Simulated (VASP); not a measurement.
Wanted: the native input for a VASP 6.6.1 run.

```
Task                   : single point
Functional             : PBEsol
Potentials or basis    : VASP PAW PBE potentials, release 64 (Hf_pv, N)
Cutoff                 : 520 eV
k mesh                 : 18 × 18 × 18
Occupations            : fermi-dirac, width 0.05 eV
Spin                   : no spin polarisation
Dipole correction      : no
Further INCAR settings : ALGO = Normal; EDIFF = 1e-06; NBANDS = 14
```

The structure of HfN lies in POSCAR:

```
HfN
1.0
    0.0000000000      2.2509011588      2.2509011588
    2.2509011588      0.0000000000      2.2509011588
    2.2509011588      2.2509011588      0.0000000000
Hf N
1 1
Direct
    0.0000000000      0.0000000000      0.0000000000
    0.5000000000      0.5000000000      0.5000000000
```

The input as run:

INCAR

```
SYSTEM = HfN
  PREC = Accurate
  ENCUT = 520
  EDIFF = 1E-6
  ISMEAR = -1
  SIGMA = 0.05
  LREAL = .FALSE.
  LASPH = .TRUE.
  NELM = 60
  ALGO = Normal
  ISIF = 2
  LWAVE = .FALSE.
  LCHARG = .FALSE.
  GGA = PS
  NBANDS = 14
```

KPOINTS

```
Automatic mesh
0
G
  18 18 18
  0 0 0
```

Potentials or basis: VASP PAW PBE potentials, release 64 (Hf_pv, N).

Launch:

```console
$ cat potpaw_PBE.64/Hf_pv/POTCAR potpaw_PBE.64/N/POTCAR > POTCAR
$ mpirun -np 1 vasp_std > vasp.out
```

Results of the run:

```json
{
  "Pressure": "-2.2 GPa"
}
```

Caveat: the PAW data sets were made with another functional, which shifts forces and pressure a little.

Run time: 59 s on 1 thread of Intel(R) Xeon(R) Platinum 8259CL CPU @ 2.50GHz (Skylake/Cascade Lake), on a shared host, peak memory 0.19 GiB.
